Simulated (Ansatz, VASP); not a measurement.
**Two plane-wave programs on C**

INCAR

```
  PREC = Accurate
  ENCUT = 600
  EDIFF = 1E-7
  ISMEAR = 0
  SIGMA = 0.1
  LREAL = F
  LASPH = T
  NELM = 80
  ALGO = Normal
  ISIF = 3
  LWAVE = F
  LCHARG = F
  GGA = PS
  IBRION = 2
  NSW = 100
  EDIFFG = -0.05
```

The input KPOINTS:

```
Automatic mesh
0
Gamma
  9 9 6
```

POSCAR

```
C
1.0
    2.5200000000      0.0000000000      0.0000000000
   -1.2600000000      2.1823840175      0.0000000000
    0.0000000000      0.0000000000      4.1800000000
C
4
Direct
    0.3333333333      0.6666666667      0.0000000000
    0.6666666667      0.3333333333      0.5000000000
    0.3333333333      0.6666666667      0.3740000000
    0.6666666667      0.3333333333      0.8740000000
```

Input for Ansatz:

```yaml
crystal:
  lattice:
    - [2.52, 0.0, 0.0]
    - [-1.26, 2.1823840175, 0.0]
    - [0.0, 0.0, 4.18]
  atoms:
    - { symbol: C, position: [0.3333333333, 0.6666666667, 0.0] }
    - { symbol: C, position: [0.6666666667, 0.3333333333, 0.5] }
    - { symbol: C, position: [0.3333333333, 0.6666666667, 0.374] }
    - { symbol: C, position: [0.6666666667, 0.3333333333, 0.874] }
basis:
  ecutwfc: 420
kpoints:
  mp_grid: { grid: [9, 9, 6] }
hamiltonian:
  xc: pbesol
  pseudopotentials: { kind: paw, azcp: { folder: soft_1 } }
scf:
  occupations: { method: gaussian, width: 0.1 }
output:
  forces: true
  stress: true
  eigenvalues: true
relax:
  adjacent_minimum: "off"
  f_tol: 0.05
  max_steps: 80
  cell: { stress_tol: 0.5 }
```

Alike in both runs: task relaxation of cell and atoms; functional PBEsol; k mesh 9 × 9 × 6; occupations gaussian, width 0.1 eV; no spin polarisation.

|  | VASP | Ansatz |
| --- | --- | --- |
| version | VASP 6.6.1 | Ansatz 0.2.0 |
| potentials or method | VASP PAW PBE potentials, release 64 (C), cutoff 600 eV | scalar-relativistic, plane waves, PAW |
| valence electrons in the cell | 16 | 16 |

```csv
,VASP,Ansatz,Ansatz less VASP
"gap on the k mesh at the Fermi level, each at its own relaxed structure (eV)",3.04,3.05,+0.004
relaxed volume (Å³/atom),5.63,5.62,-0.004
relaxed cell length with the largest relative difference (Å),2.499,2.499,-0.0008
```

VASP's potentials were made for PBE, not for PBEsol, and Ansatz warns of the same on its side.
